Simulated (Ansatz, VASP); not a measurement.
## Mg: VASP beside Ansatz

```
Mg
1.0
     3.19473    0.00000    0.00000
    -1.59737    2.76672    0.00000
     0.00000    0.00000    5.19006
Mg
2
Direct
  0.33333 0.66667 0.25000
  0.66667 0.33333 0.75000
```

Alike in both runs: task single point; functional PBE; k mesh 21 × 21 × 12; occupations methfessel-paxton of order 1, width 0.1 eV; no spin polarisation.

```csv
,VASP,Ansatz
version,VASP 6.6.1,Ansatz 0.2.0
potentials or method,"VASP PAW PBE potentials, release 64 (Mg), cutoff 520 eV","scalar-relativistic, plane waves, PAW"
valence electrons in the cell,4,20
```

```tsv
	VASP	Ansatz	Ansatz less VASP
gap on the k mesh at the Fermi level (eV)	none	none	-
pressure (GPa)	-0.1	0.0	+0.13
```

A gap of «none» marks a metal or a gap that the smearing closes. With one functional, cell and mesh, what is left measures potentials, basis and numerics. VASP's potentials hold 4 valence electrons a cell and Ansatz's 20, so a difference there can come from the potentials and not from the codes. Ansatz's warnings: structure snapped to symmetry.
